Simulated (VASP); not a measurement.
Input of a VASP 6.6.1 run:

INCAR

```
SYSTEM = In4Sb4H11
PREC = Accurate
ENCUT = 520
EDIFF = 1E-6
ISMEAR = 0
SIGMA = 0.05
LREAL = Auto
LASPH = .TRUE.
NELM = 80
ALGO = Normal
ISIF = 2
LWAVE = .FALSE.
LCHARG = .FALSE.
GGA = PE
NBANDS = 108
NCORE = 4
```

File KPOINTS:

```
regular mesh
0
G
  1 1 5
  0 0 0
```

POSCAR

```
In4Sb4H11
1.0
   17.7000000000      0.0000000000      0.0000000000
    0.0000000000     16.8000000000      0.0000000000
    0.0000000000      0.0000000000     11.4918972580
In Sb H
8 8 22
Direct
    0.5773149839      0.5000000000      0.0000000000
    0.4242829975      0.5000000000      0.3333333333
    0.3477670043      0.3603706128      1.0000000000
    0.6538309772      0.3603706128      0.3333333333
    0.5007989907      0.6396293872      0.6666666667
    0.3477670043      0.6396293872      1.0000000000
    0.6538309772      0.6396293872      0.3333333333
    0.5007989907      0.3603706128      0.6666666667
    0.6538309772      0.6396293872      0.0833333333
    0.5007989907      0.3603706128      0.4166666667
    0.3477670043      0.6396293872      0.7500000000
    0.6538309772      0.3603706128      0.0833333333
    0.5007989907      0.6396293872      0.4166666667
    0.3477670043      0.3603706128      0.7500000000
    0.4242829975      0.5000000000      0.0833333333
    0.5773149839      0.5000000000      0.7500000000
    0.6082885065      0.7227370749      0.0337331683
    0.7449159185      0.6396293872      0.0337331683
    0.4552565201      0.2772629251      0.3670665017
    0.3022245336      0.5565216995      0.7003998350
    0.3022245336      0.7227370749      0.7003998350
    0.3316000748      0.5000000000      0.3838036767
    0.6082885065      0.2772629251      0.0337331683
    0.7449159185      0.3603706128      0.0337331683
    0.4552565201      0.7227370749      0.3670665017
    0.3022245336      0.4434783005      0.7003998350
    0.3022245336      0.2772629251      0.7003998350
    0.2550840815      0.3603706128      0.0504703433
    0.3941084656      0.2758048955      0.0504703433
    0.7001724385      0.4449363301      0.3838036767
    0.7001724385      0.2758048955      0.3838036767
    0.5471404521      0.7241951045      0.7171370100
    0.2550840815      0.6396293872      0.0504703433
    0.3941084656      0.7241951045      0.0504703433
    0.7001724385      0.5550636699      0.3838036767
    0.7001724385      0.7241951045      0.3838036767
    0.5471404521      0.2758048955      0.7171370100
    0.6683999252      0.5000000000      0.7003998350
```

Potentials or basis: VASP PAW PBE potentials, release 64 (In_d, Sb, H).

The run is started by

```sh
$ cat potpaw_PBE.64/In_d/POTCAR potpaw_PBE.64/Sb/POTCAR potpaw_PBE.64/H/POTCAR > POTCAR
$ mpirun -np 4 vasp_std > vasp.out
```

Q: What does it give for the band gap on the k mesh?

A: 2.28 eV.

Q: Predict the largest force.

A: 0.916 eV/Å.

Forces in eV/Å, atoms in the order of the input:
```
In  -0.366  0.000 -0.197
In  -0.283  0.000 -0.009
In  -0.199 -0.188  0.568
In   0.384 -0.385  0.594
In   0.188  0.287 -0.311
In  -0.199  0.188  0.568
In   0.384  0.385  0.594
In   0.188 -0.287 -0.311
Sb  -0.317 -0.514  0.574
Sb   0.371  0.556 -0.128
Sb   0.709 -0.052  0.578
Sb  -0.317  0.514  0.574
Sb   0.371 -0.556 -0.128
Sb   0.709  0.052  0.578
Sb   0.187  0.000 -0.442
Sb  -0.650  0.000  0.014
H    0.268 -0.001 -0.268
H   -0.043  0.312 -0.213
H   -0.119 -0.028  0.007
H   -0.250  0.204 -0.245
H   -0.176 -0.195 -0.239
H   -0.146  0.000  0.006
H    0.268  0.001 -0.268
H   -0.043 -0.312 -0.213
H   -0.119  0.028  0.007
H   -0.250 -0.204 -0.245
H   -0.176  0.195 -0.239
H   -0.143  0.218 -0.112
H    0.278 -0.092 -0.193
H   -0.195  0.017 -0.197
H   -0.085 -0.308 -0.147
H   -0.061  0.059  0.104
H   -0.143 -0.218 -0.112
H    0.278  0.092 -0.193
H   -0.195 -0.017 -0.197
H   -0.085  0.308 -0.147
H   -0.061 -0.059  0.104
H    0.039  0.000 -0.116
```

Caveat: spin-orbit coupling is left out, which moves the levels of the heavy elements.
